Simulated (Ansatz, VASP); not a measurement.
## Two plane-wave programs on ZrC

```
Zr C
1.0
     0.00000    2.42187    2.42187
     2.42187    0.00000    2.42187
     2.42187    2.42187    0.00000
Zr C
1 1
Cartesian
  2.4219 2.4219 2.4219
  0.0000 0.0000 0.0000
```

Alike in both runs: task single point; functional PBE; k mesh 16 × 16 × 16; occupations gaussian, width 0.1 eV; no spin polarisation.

```csv
,VASP,Ansatz
version,VASP 6.6.1,Ansatz 0.2.0
potentials or method,"VASP PAW PBE potentials, release 64 (Zr_sv, C), cutoff 520 eV","scalar-relativistic, plane waves, PAW"
valence electrons in the cell,16,16
```

|  | VASP | Ansatz | Ansatz less VASP |
| --- | --- | --- | --- |
| gap on the k mesh at the Fermi level (eV) | none | none | - |
| pressure (GPa) | -15.7 | -15.9 | -0.19 |

A gap of «none» marks a metal or a gap that the smearing closes.
